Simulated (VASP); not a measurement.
# Sb2P3H (P4/mmm) in VASP: a series of runs

Runs on Sb2P3H. Level: PBE. Tasks: relaxation of cell and atoms.

All numbers are computed with VASP 6.6.1; they aren't measurements. Logs are shortened: lines on timing, memory, paths and dates and some standing lists are left out, and cuts for length are marked.

## 1. The cell of the first run

It takes space group P4/mmm (No. 123, tetragonal). Conventional cell: a = 5.397 Å, b = 5.397 Å, c = 5.408 Å, α = 90.00°, β = 90.00°, γ = 90.00°. Within 3.6 Å of Sb (site symmetry mmm) lie 6 P at 2.70 to 3.14 Å. Within 1.5 Å of H (site symmetry 4/mmm) lie 2 P at 1.10 Å. Within 1.5 Å of P (site symmetry 4mm) lie 1 H at 1.10 Å. P (site symmetry 4/mmm) has 4 Sb at 2.70 Å within 3.6 Å.

The cell was generated, and may not be a known phase.

## 2. Relaxation of cell and atoms, PBE

INCAR

```
PREC = Accurate
ENCUT = 600
EDIFF = 1E-6
ISMEAR = 0
SIGMA = 0.1
LREAL = F
LASPH = T
NELM = 100
ALGO = Normal
ISIF = 3
LWAVE = F
LCHARG = F
GGA = PE
IBRION = 2
NSW = 90
EDIFFG = -0.04
```

KPOINTS

```
regular mesh
0
Gamma
  4 4 4
```

POSCAR

```
Sb2P3H
1.0
    5.3970825700      0.0000000000      0.0000000000
    0.0000000000      5.3970825700      0.0000000000
    0.0000000000      0.0000000000      5.4076547900
Sb H P
2 1 3
Direct
    0.0000000000      0.5000000000      0.0000000000
    0.5000000000      0.0000000000      0.0000000000
    0.5000000000      0.5000000000      0.5000000000
    0.5000000000      0.5000000000      0.2957877900
    0.5000000000      0.5000000000      0.7042122100
    0.0000000000      0.0000000000      0.0000000000
```

Potentials or basis: VASP PAW PBE potentials, release 64 (Sb, H, P).

Command:

```sh
$ cat potpaw_PBE.64/Sb/POTCAR potpaw_PBE.64/H/POTCAR potpaw_PBE.64/P/POTCAR > POTCAR
$ mpirun -np 1 vasp_std > vasp.out
```

OUTCAR:

```text
PREC = Accurate
   ENCUT = 600
   EDIFF = 1E-6
   ISMEAR = 0
   LREAL = F
   LASPH = T
   NELM = 100
   ISIF = 3
   GGA = PE
   IBRION = 2
   NSW = 90
   EDIFFG = -0.04

 ion  position               nearest neighbor table
   1  0.000  0.500  0.000-   6 2.70   6 2.70   4 3.14   5 3.14   4 3.14   5 3.14
   2  0.500  0.000  0.000-   6 2.70   6 2.70   4 3.14   4 3.14   5 3.14   5 3.14
   3  0.500  0.500  0.500-   4 1.10   5 1.10
   4  0.500  0.500  0.296-   3 1.10   5 2.21   1 3.14   2 3.14   2 3.14   1 3.14
   5  0.500  0.500  0.704-   3 1.10   4 2.21   1 3.14   2 3.14   2 3.14   1 3.14
   6  0.000  0.000  0.000-   1 2.70   2 2.70   1 2.70   2 2.70

  LATTYP: Found a simple tetragonal cell.
 ALAT       =     5.3970825700
 C/A-ratio  =     1.0019588768

  Lattice vectors:

 A1 = (   5.3970825700,   0.0000000000,   0.0000000000)
 A2 = (   0.0000000000,   5.3970825700,   0.0000000000)
 A3 = (   0.0000000000,   0.0000000000,   5.4076547900)

Analysis of symmetry for initial positions (statically):
=====================================================================
 Subroutine PRICEL returns:
 Original cell was already a primitive cell.

 Routine SETGRP: Setting up the symmetry group for a
 simple tetragonal supercell.

 Subroutine GETGRP returns: Found 16 space group operations
 (whereof 16 operations were pure point group operations)
 out of a pool of 16 trial point group operations.

The static configuration has the point symmetry D_4h.

Analysis of symmetry for dynamics (positions and initial velocities):
=====================================================================
 Subroutine PRICEL returns:
 Original cell was already a primitive cell.

 Routine SETGRP: Setting up the symmetry group for a
 simple tetragonal supercell.

 Subroutine GETGRP returns: Found 16 space group operations
 (whereof 16 operations were pure point group operations)
 out of a pool of 16 trial point group operations.

The dynamic configuration has the point symmetry D_4h.

 Subroutine INISYM returns: Found 16 space group operations
 (whereof 16 operations are pure point group operations),
 and found     1 'primitive' translations

----------------------------------------------------------------------------------------

                                     Primitive cell

  volume of cell :     157.5169

  direct lattice vectors                    reciprocal lattice vectors
     5.397082570  0.000000000  0.000000000     0.185285288  0.000000000  0.000000000
     0.000000000  5.397082570  0.000000000     0.000000000  0.185285288  0.000000000
     0.000000000  0.000000000  5.407654790     0.000000000  0.000000000  0.184923047

  length of vectors
     5.397082570  5.397082570  5.407654790     0.185285288  0.185285288  0.184923047

  position of ions in fractional coordinates (direct lattice)
     0.000000000  0.500000000  0.000000000
     0.500000000  0.000000000  0.000000000
     0.500000000  0.500000000  0.500000000
     0.500000000  0.500000000  0.295787790
     0.500000000  0.500000000  0.704212210
     0.000000000  0.000000000  0.000000000

  ion indices of the primitive-cell ions
   primitive index   ion index
                 1           1
                 2           2
                 3           3
                 4           4
                 5           5
                 6           6

----------------------------------------------------------------------------------------

 KPOINTS: regular mesh

Automatic generation of k-mesh.
 Grid dimensions read from file:
 generate k-points for:    4    4    4

 Generating k-lattice:

  Cartesian coordinates                     Fractional coordinates (reciprocal lattice)
     0.046321322  0.000000000  0.000000000     0.250000000  0.000000000  0.000000000
     0.000000000  0.046321322  0.000000000     0.000000000  0.250000000  0.000000000
     0.000000000  0.000000000  0.046230762     0.000000000  0.000000000  0.250000000

  Length of vectors
     0.046321322  0.046321322  0.046230762

  Shift w.r.t. Gamma in fractional coordinates (k-lattice)
     0.000000000  0.000000000  0.000000000

 Subroutine IBZKPT returns following result:
 ===========================================

 Found     18 irreducible k-points:

 Following reciprocal coordinates:
            Coordinates               Weight
  0.000000  0.000000  0.000000      1.000000
  0.250000  0.000000  0.000000      4.000000
  0.500000  0.000000  0.000000      2.000000
  0.250000  0.250000  0.000000      4.000000
  0.500000  0.250000  0.000000      4.000000
  0.500000  0.500000  0.000000      1.000000
[... 10 lines left out ...]
  0.500000  0.250000  0.500000      4.000000
  0.500000  0.500000  0.500000      1.000000
   k-points           NKPTS =     18   k-points in BZ     NKDIM =     18   number of bands    NBANDS=     17
   number of dos      NEDOS =    301   number of ions     NIONS =      6
   total plane-waves  NPLWV = 110592
   dimension x,y,z NGX =    48 NGY =   48 NGZ =   48
   dimension x,y,z NGXF=    96 NGYF=   96 NGZF=   96
   ions per type =               2   1   3
   NGX,Y,Z   is equivalent  to a cutoff of  14.79, 14.79, 14.76 a.u.
   NGXF,Y,Z  is equivalent  to a cutoff of  29.57, 29.57, 29.51 a.u.
 SYSTEM =  unknown system
   PREC   = accura    normal or accurate (medium, high low for compatibility)
   ISTART =      0    job   : 0-new  1-cont  2-samecut
   ICHARG =      2    charge: 1-file 2-atom 10-const
   ISPIN  =      1    spin polarized calculation?
   LNONCOLLINEAR =      F non collinear calculations
   LSORBIT =      F    spin-orbit coupling
   LASPH  =      T    aspherical Exc in radial PAW
   ENCUT  =  600.0 eV  44.10 Ry    6.64 a.u.  10.78 10.78 10.80*2*pi/ulx,y,z
   NELM   =    100;   NELMIN=  2; NELMDL= -5     # of ELM steps
   EDIFF  = 0.1E-05   stopping-criterion for ELM
   LREAL  =      F    real-space projection
   EDIFFG = -.4E-01   stopping-criterion for IOM
   NSW    =     90    number of steps for IOM
   IBRION =      2    ionic relax: 0-MD 1-quasi-New 2-CG
   NFREE  =      1    steps in history (QN), initial steepest desc. (CG)
   ISIF   =      3    stress and relaxation
   ISYM   =      2    0-nonsym 1-usesym 2-fastsym
   POTIM  = 0.5000    time-step for ionic-motion
   TEBEG  =    0.0;   TEEND  =   0.0 temperature during run
   PSTRESS=    0.0 pullay stress
   NELECT =      26.0000    total number of electrons
   NUPDOWN=      -1.0000    fix difference up-down
   EMIN   =  10.00;   EMAX   =-10.00  energy-range for DOS
   EFERMI =   0.00;   METHOD = LEGACY
   ISMEAR =     0;   SIGMA  =   0.10  broadening in eV -4-tet -1-fermi 0-gaus
   EFERMI_NEDOS =   21; number of points for ismear=-14 and -15
   IALGO  =     38    algorithm
   IMIX   =      4    mixing-type and parameters
     AMIX     =   0.40;   BMIX     =  1.00
     AMIX_MAG =   1.60;   BMIX_MAG =  1.00
  volume/ion in A,a.u.               =      26.25       177.16
  Fermi-wavevector in a.u.,A,eV,Ry     =   0.898029  1.697028 10.972496  0.806456
  Thomas-Fermi vector in A             =   2.020687
   LORBIT       =      0    0 simple, 1 ext, 2 COOP (PROOUT), +10 PAW based schemes
   GGA     = PE    functional components
   LHFCALC =     F    Hartree Fock is set to
   AEXX    =    0.0000 exact exchange contribution
   IVDW    =     0    specifies the selected vdW correction
   LEPSILON=     F    determine dielectric tensor
   LRPA    =     F    only Hartree local field effects (RPA)
 conjugate gradient relaxation of ions
 non-spin polarized calculation
 Gauss-broadening in eV      SIGMA  =   0.10
  energy-cutoff  :      600.00
  volume of cell :      157.52
 maximum number of plane-waves:      5278
 NGX is ok and might be reduce to    48
   NGX = 21   NGY = 21   NGZ = 21

--------------------------------------- Ionic step        1  -------------------------------------------

 number of electron      26.0000001 magnetization

 Free energy of the ion-electron system (eV)
  ---------------------------------------------------
  ext. energy  EPLUGINS =         0.00000000
  ---------------------------------------------------
  free energy    TOTEN  =       -18.09951001 eV

  energy without entropy =      -18.08142260  energy(sigma->0) =      -18.09046631

------------------------ aborting loop because EDIFF is reached ----------------------------------------

  FORCE on cell =-STRESS in cart. coord.  units (eV):
  Direction    XX          YY          ZZ          XY          YZ          ZX
  --------------------------------------------------------------------------------------
  -------------------------------------------------------------------------------------
  Total       -2.6415920     -2.6415920     31.7586701      0.0000000     -0.0000000     -0.0000000
  in kB      -26.8688597    -26.8688597    323.0321934      0.0000000     -0.0000000     -0.0000000
  external PRESSURE =      89.7648247 kB  Pullay stress =       0.0000000 kB
[... 101 lines left out ...]
  FREE ENERGIE OF THE ION-ELECTRON SYSTEM (eV)
  ---------------------------------------------------
  free  energy   TOTEN  =       -24.5381096540 eV

  energy  without entropy=      -24.5103057046  energy(sigma->0) =      -24.52420768

[... ionic steps 4 to 11 ...]

--------------------------------------- Ionic step       12  -------------------------------------------

 number of electron      25.9999997 magnetization

------------------------ aborting loop because EDIFF is reached ----------------------------------------

  FORCE on cell =-STRESS in cart. coord.  units (eV):
  Direction    XX          YY          ZZ          XY          YZ          ZX
  --------------------------------------------------------------------------------------
  -------------------------------------------------------------------------------------
  Total        0.0690602      0.0690602     -0.0540417      0.0000000      0.0000000      0.0000000
  in kB        0.6987227      0.6987227     -0.5467716      0.0000000      0.0000000      0.0000000
  external PRESSURE =       0.2835580 kB  Pullay stress =       0.0000000 kB
[... 65 lines left out ...]
  energy  without entropy=      -24.8342606417  energy(sigma->0) =      -24.84647661

--------------------------------------- Ionic step       14  -------------------------------------------

 number of electron      25.9999997 magnetization

 Free energy of the ion-electron system (eV)
  ---------------------------------------------------
  ext. energy  EPLUGINS =         0.00000000
  ---------------------------------------------------
  free energy    TOTEN  =       -24.85890959 eV

  energy without entropy =      -24.83475796  energy(sigma->0) =      -24.84683377

 E-fermi :   3.4709     XC(G=0):  -8.0953

 val. band max:        3.4396156749   @ k =   0.5000   0.0000   0.0000
 cond. band min:       3.4925714702   @ k =   0.0000   0.0000   0.2500
 fundamental gap:      0.0529557954
 Fermi energy:         3.4708942824

 k-point     1 :       0.0000    0.0000    0.0000
  band No.  band energies     occupation
      1      -9.9543      2.00000
      2      -6.9905      2.00000
      3      -4.7096      2.00000
      4      -4.6892      2.00000
      5      -3.7859      2.00000
      6      -2.2911      2.00000
[... 9 lines left out ...]
     16       6.9686      0.00000
     17       7.3719      0.00000
[... 371 lines left out ...]
  FREE ENERGIE OF THE ION-ELECTRON SYSTEM (eV)
  ---------------------------------------------------
  free  energy   TOTEN  =       -24.8589095919 eV

  energy  without entropy=      -24.8347579553  energy(sigma->0) =      -24.84683377

 reached required accuracy - stopping structural energy minimisation
```

It took 19 min on 1 thread of Oxide Virtual Turin-like, shared host; peak memory 0.35 GiB.

What came out:

```
Free energy                           : -24.8589 eV
Relaxed volume                        : 26.42 Å³/atom
Relaxed cell                          : a = 5.329 Å, b = 5.329 Å, c = 5.582 Å, α = 90.00°, β = 90.00°, γ = 90.00°
Space group after relaxing (to 0.1 Å) : P4/mmm (No. 123)
Energy gained by relaxing             : 1126.6 meV/atom
Ionic steps                           : 14
Pressure after relaxing               : 0.0 GPa
Largest force after relaxing          : 0.013 eV/Å
Band gap on the k mesh                : zero (bands 13 and 14 overlap by 1.60 eV)
```

Forces on the atoms (eV/Å):
```
Sb   0.000  0.000  0.000
Sb   0.000  0.000  0.000
H    0.000  0.000  0.000
P    0.000  0.000 -0.013
P    0.000  0.000  0.013
P    0.000  0.000  0.000
```

The path:
```csv
step,energy change (eV),largest force (eV/Å),pressure (GPa),volume (Å³)
1,0.0000,16.1290,8.98,157.52
2,-5.0122,3.0593,1.31,189.43
3,-6.4386,0.0820,-2.82,174.22
4,-6.4565,0.2151,-2.82,173.62
5,-6.4751,0.7296,-2.70,171.67
6,-6.4767,0.6464,-2.73,171.95
7,-6.6455,0.4376,-0.26,161.65
8,-6.6633,0.2743,0.96,157.74
9,-6.7470,0.1220,1.09,155.61
10,-6.7473,0.1648,1.12,155.45
11,-6.7573,0.1374,-0.38,159.54
12,-6.7592,0.0552,0.03,158.36
13,-6.7592,0.0594,0.01,158.41
14,-6.7594,0.0126,-0.02,158.52
```

Final structure:
```xyz
6
Lattice="5.3288 0.0000 0.0000 0.0000 5.3288 0.0000 0.0000 0.0000 5.5824" Properties=species:S:1:pos:R:3 pbc="T T T"
Sb    0.0000    2.6644    0.0000
Sb    2.6644    0.0000    0.0000
H     2.6644    2.6644    2.7912
P     2.6644    2.6644    1.1387
P     2.6644    2.6644    4.4437
P     0.0000    0.0000    0.0000
```

Caveat: spin-orbit coupling is left out, which moves the levels of the heavy elements.

## 3. Relaxation of cell and atoms, PBE

This run uses another cell than the first one, of 26.48 Å³/atom.

INCAR

```
PREC = Accurate ; ENCUT = 600
EDIFF = 1E-6 ; ISMEAR = 0
SIGMA = 0.1 ; LREAL = F
LASPH = T ; NELM = 100
ALGO = Normal ; ISIF = 3
LWAVE = F ; LCHARG = F
GGA = PE ; IBRION = 2
NSW = 100 ; EDIFFG = -0.01
```

KPOINTS

```
Automatic mesh
0
Gamma
  8 8 8
```

POSCAR

```
Sb2P3H
1.0
    5.3323777528      0.0000000000      0.0000000000
    0.0000000000      5.3323777528      0.0000000000
    0.0000000000      0.0000000000      5.5866386342
Sb H P
2 1 3
Direct
    0.0000000000      0.5000000000      0.0000000000
    0.5000000000      0.0000000000      0.0000000000
    0.5000000000      0.5000000000      0.5000000000
    0.5000000000      0.5000000000      0.2040260130
    0.5000000000      0.5000000000      0.7959739870
    0.0000000000      0.0000000000      0.0000000000
```

Potentials or basis: VASP PAW PBE potentials, release 64 (Sb, H, P).

Command:

```sh
$ cat potpaw_PBE.64/Sb/POTCAR potpaw_PBE.64/H/POTCAR potpaw_PBE.64/P/POTCAR > POTCAR
$ mpirun -np 1 vasp_std > vasp.out
```

Run time: 25 min. Hardware: 1 thread of Oxide Virtual Turin-like, shared host; peak memory 0.48 GiB.

The run converged. Its results:

| Quantity | Value |
| --- | --- |
| Free energy | -24.8918 eV |
| Relaxed volume | 26.36 Å³/atom |
| Relaxed cell | a = 5.227 Å, b = 5.227 Å, c = 5.787 Å, α = 90.00°, β = 90.00°, γ = 90.00° |
| Space group after relaxing (to 0.1 Å) | P4/mmm (No. 123) |
| Energy gained by relaxing | 15.6 meV/atom |
| Ionic steps | 9 |
| Pressure after relaxing | 0.0 GPa |
| Band gap on the k mesh | zero (bands 13 and 14 overlap by 1.82 eV) |

Step by step:
```csv
step,energy change (eV),largest force (eV/Å),pressure (GPa),volume (Å³)
1,0.0000,0.4575,-0.26,158.85
2,-0.0808,0.1357,-0.05,157.81
3,-0.0929,0.0039,0.29,157.18
4,-0.0929,0.0102,0.31,157.15
5,-0.0938,0.0211,-0.07,158.41
6,-0.0938,0.0193,-0.01,158.18
7,-0.0938,0.0187,-0.01,158.16
8,-0.0938,0.0185,0.01,158.13
9,-0.0939,0.0001,0.02,158.14
```

Final structure:
```
Sb H P
1.0
     5.22730    0.00000    0.00000
     0.00000    5.22730    0.00000
     0.00000    0.00000    5.78748
Sb H P
2 1 3
Direct
  0.00000 0.50000 0.00000
  0.50000 0.00000 0.00000
  0.50000 0.50000 0.50000
  0.50000 0.50000 0.21012
  0.50000 0.50000 0.78988
  0.00000 0.00000 0.00000
```

Levels at points of the mesh, in eV from the Fermi level:
| k point | band 9 | band 10 | band 11 | band 12 | band 13 | band 14 | band 15 | band 16 | band 17 |
| --- | --- | --- | --- | --- | --- | --- | --- | --- | --- |
| (0.00, 0.00, 0.00) | -3.19 | -3.19 | -2.19 | -0.60 | -0.60 | -0.16 | 2.15 | 3.10 | 3.25 |
| (0.50, 0.00, 0.00) | -3.32 | -1.17 | -0.55 | -0.51 | -0.36 | -0.04 | 1.97 | 2.59 | 3.36 |
| (0.50, 0.50, 0.00) | -1.36 | -1.36 | -1.16 | 0.50 | 0.63 | 0.72 | 1.34 | 1.34 | 1.48 |
| (0.00, 0.00, 0.50) | -3.12 | -3.12 | -2.40 | -1.63 | -1.19 | -1.19 | -0.43 | 2.48 | 3.33 |
| (0.50, 0.00, 0.50) | -3.21 | -2.65 | -1.09 | -0.91 | -0.49 | -0.27 | -0.16 | 2.53 | 2.70 |
| (0.50, 0.50, 0.50) | -2.78 | -1.37 | -1.10 | -1.10 | 0.51 | 0.70 | 0.75 | 1.51 | 1.52 |

Caveat: spin-orbit coupling is left out, which moves the levels of the heavy elements.

The gap in the log of VASP goes by the Fermi energy; the results here count the filled bands.